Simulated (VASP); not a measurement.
**Au: single point with PBEsol**

Crystal: Au.

```
Au
1.0
     2.68260    0.00000    0.00000
     0.00000    2.68260    0.00000
     0.00000    0.00000    2.68260
Au
1
Direct
  0.00000 0.00000 0.00000
```

```yaml
Program: VASP 6.6.1
Task: single point
Functional: PBEsol
Potentials_or_basis: VASP PAW PBE potentials, release 64 (Au)
Cutoff: 500 eV
k_mesh: 8 × 8 × 8
Occupations: fermi-dirac, width 0.1 eV
Spin: no spin polarisation
Dipole_correction: no
Further_INCAR_settings: ALGO = Normal; EDIFF = 1e-06; NBANDS = 12
```

```json
{"Pressure": "1.8 GPa"}
```

Levels at points of the mesh, in eV from the Fermi level:
```tsv
k point	band 2	band 3	band 4	band 5	band 6	band 7	band 8	band 9
(0.00, 0.00, 0.00)	-6.13	-6.13	-1.40	-1.40	-1.40	14.20	14.20	14.20
(0.50, 0.00, 0.00)	-5.68	-3.03	-3.03	-1.24	-0.81	2.37	16.38	18.77
(0.50, 0.50, 0.00)	-5.29	-2.74	-2.74	-0.13	3.76	3.76	7.06	11.80
(0.50, 0.50, 0.50)	-5.33	-5.33	-0.02	-0.02	8.71	8.71	8.71	9.94
```

Wall time 4.2 s on 1 thread of Intel(R) Xeon(R) 6975P-C (Granite Rapids), on a shared host, peak memory 0.12 GiB.

Caveat: the PAW data sets were made with another functional, which shifts forces and pressure a little; spin-orbit coupling is left out, which moves the levels of the heavy elements.
